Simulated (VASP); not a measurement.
Set up this calculation in VASP 6.6.1, as the native input.

| Quantity | Value |
| --- | --- |
| Task | single point |
| Functional | LDA |
| Potentials or basis | VASP PAW LDA potentials, release 64 (B, N) |
| Cutoff | 600 eV |
| k mesh | 12 × 12 × 12 |
| Occupations | gaussian, width 0.02 eV |
| Spin | no spin polarisation |
| Dipole correction | no |
| Further INCAR settings | ALGO = Normal; EDIFF = 1e-06; NBANDS = 11 |

The structure of BN (lda) lies in POSCAR:

```
BN
1.0
    0.0000000000      1.8253870634      1.8253870634
    1.8253870634      0.0000000000      1.8253870634
    1.8253870634      1.8253870634      0.0000000000
B N
1 1
Direct
    0.0000000000      0.0000000000      0.0000000000
    0.2500000000      0.2500000000      0.2500000000
```

This cell differs from its parent crystal: volume scaled by 1.06.

These files were run (other wordings do the same):

INCAR

```
PREC = Accurate
ENCUT = 600
EDIFF = 1E-6
ISMEAR = 0
SIGMA = 0.02
LREAL = F
LASPH = T
NELM = 120
ALGO = Normal
ISIF = 2
LWAVE = F
LCHARG = T
GGA = CA
LELF = T
LVHAR = T
NBANDS = 11
GGA_COMPAT = F
```

KPOINTS

```
Automatic mesh
0
Gamma
  12 12 12
```

Potentials or basis: VASP PAW LDA potentials, release 64 (B, N).

Run with:

```bash
$ cat potpaw_LDA.64/B/POTCAR potpaw_LDA.64/N/POTCAR > POTCAR
$ mpirun -np 1 vasp_std > vasp.out
```

It gave:

```json
{
  "Pressure": "-20.5 GPa",
  "Band gap on the k mesh": "4.31 eV, indirect (least direct gap 8.55 eV)"
}
```

Run time: 6.8 s on 1 thread of Intel Xeon 6975P-C, with other jobs on the host, peak memory 0.13 GiB.
